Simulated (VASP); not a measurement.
Bi:

```
Bi
1.0
     0.00000    2.31462    2.31462
     2.31462    0.00000    2.31462
     2.31462    2.31462    0.00000
Bi
1
Direct
  0.00000 0.00000 0.00000
```

| Item | Value |
| --- | --- |
| Program | VASP 6.6.1 |
| Task | relaxation of cell and atoms |
| Functional | PBE |
| Potentials or basis | VASP PAW PBE potentials, release 64 (Bi_d) |
| Cutoff | 500 eV |
| k mesh | 8 × 8 × 8 |
| Occupations | gaussian, width 0.1 eV |
| Spin | no spin polarisation |

At the start: pressure 23.0 GPa; volume 24.80 Å³/atom.

Task: Where does the relaxation end?

Result: Over 3 steps the energy falls by 391.7 meV/atom and the volume is 31.93 Å³/atom (+28.7 %); space group Fm-3m (No. 225, to 0.05 Å).

The path:
```
step  energy change (eV)  largest force (eV/Å)  pressure (GPa)  volume (Å³)
   1              0.0000                0.0000           23.02        24.80
   2             -0.1741                0.0000           -7.11        39.92
   3             -0.3917                0.0000           -0.09        31.93
```

Final structure:
```
CELL_PARAMETERS angstrom
0.00000 2.51798 2.51798
2.51798 0.00000 2.51798
2.51798 2.51798 0.00000
ATOMIC_POSITIONS crystal
Bi 0.00000 0.00000 0.00000
```

Caveat: the volume moved by over 15 % at a fixed basis, so the end points are rough.
